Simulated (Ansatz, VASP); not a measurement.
Ru2C in VASP and in Ansatz

The input INCAR:

```
PREC = Accurate
ENCUT = 600
EDIFF = 1E-6
ISMEAR = 0
SIGMA = 0.1
LREAL = False
LASPH = True
NELM = 80
ALGO = Normal
ISIF = 3
LWAVE = False
LCHARG = False
GGA = PE
IBRION = 2
NSW = 100
EDIFFG = -0.01
```

File KPOINTS:

```
Automatic mesh
0
Gamma
  12 12 18
```

The input POSCAR:

```
Ru2C
1.0
    4.0702093443      0.0000000000      0.0000000000
   -2.0351046722      3.5249046909      0.0000000000
    0.0000000000      0.0000000000      2.6351784689
Ru C
2 1
Direct
    0.3333333333      0.6666666667      0.5000000000
    0.6666666667      0.3333333333      0.5000000000
    0.0000000000      0.0000000000      0.0000000000
```

Input for Ansatz:

```yaml
crystal:
  lattice:
    - [4.0702093443, 0.0, 0.0]
    - [-2.0351046722, 3.5249046909, 0.0]
    - [0.0, 0.0, 2.6351784689]
  atoms:
    - { symbol: Ru, position: [0.3333333333, 0.6666666667, 0.5] }
    - { symbol: Ru, position: [0.6666666667, 0.3333333333, 0.5] }
    - { symbol: C, position: [0.0, 0.0, 0.0] }
basis:
  ecutwfc: 420
kpoints:
  mp_grid: { grid: [12, 12, 18] }
hamiltonian:
  xc: pbe
scf:
  occupations: { method: gaussian, width: 0.1 }
output:
  forces: true
  stress: true
  eigenvalues: true
relax:
  adjacent_minimum: "off"
  f_tol: 0.01
  max_steps: 80
  cell: { stress_tol: 0.05 }
```

Alike in both runs: task relaxation of cell and atoms; functional PBE; k mesh 12 × 12 × 18; occupations gaussian, width 0.1 eV; no spin polarisation.

|  | VASP | Ansatz |
| --- | --- | --- |
| version | VASP 6.6.1 | Ansatz 0.2.0 |
| potentials or method | VASP PAW PBE potentials, release 64 (Ru_pv, C), cutoff 600 eV | scalar-relativistic, plane waves, PAW |
| valence electrons in the cell | 32 | 36 |

Ansatz gave:

```
gap on the k mesh at the Fermi level, each at its own relaxed structure (eV) : none
relaxed volume (Å³/atom)                                                     : 12.65
relaxed cell length with the largest relative difference (Å)                 : 4.076
```

Which values does VASP return?

gap on the k mesh at the Fermi level, each at its own relaxed structure (eV): none; relaxed volume (Å³/atom): 12.66; relaxed cell length with the largest relative difference (Å): 4.080.

A gap of «none» marks a metal or a gap that the smearing closes. VASP's potentials hold 32 valence electrons a cell and Ansatz's 36, so a difference there can come from the potentials and not from the codes.
